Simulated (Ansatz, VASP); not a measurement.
# MgB2: VASP beside Ansatz

```
Mg B
1.0
     3.14551    0.00000    0.00000
    -1.57275    2.72409    0.00000
     0.00000    0.00000    3.59210
Mg B
1 2
Direct
  0.00000 0.00000 0.00000
  0.33333 0.66667 0.50000
  0.66667 0.33333 0.50000
```

Change from the starting cell: volume scaled by 1.06, crystal datasets.

Alike in both runs: task electric field gradients; functional LDA; k mesh 12 × 12 × 9; occupations fermi-dirac, width 0.05 eV; no spin polarisation.

|  | VASP | Ansatz |
| --- | --- | --- |
| version | VASP 6.6.1 | Ansatz 0.2.0 |
| potentials or method | VASP PAW LDA potentials, release 64 (Mg, B), cutoff 520 eV | all-electron PAW with datasets made for the crystal, scalar-relativistic |

```tsv
	VASP	Ansatz	Ansatz less VASP
pressure (GPa)	-15.3	-14.7	+0.56
traceless stress, the component that is largest in VASP (GPa)	2.94	3.07	+0.124
size of Vzz on the site where it differs most (V/Å²)	0.3	2.4	+2.09
```

LDA's correlation is that of Perdew and Zunger in VASP and of Perdew and Wang (1992) in Ansatz. Ansatz ran all-electron here, and VASP with PAW potentials.
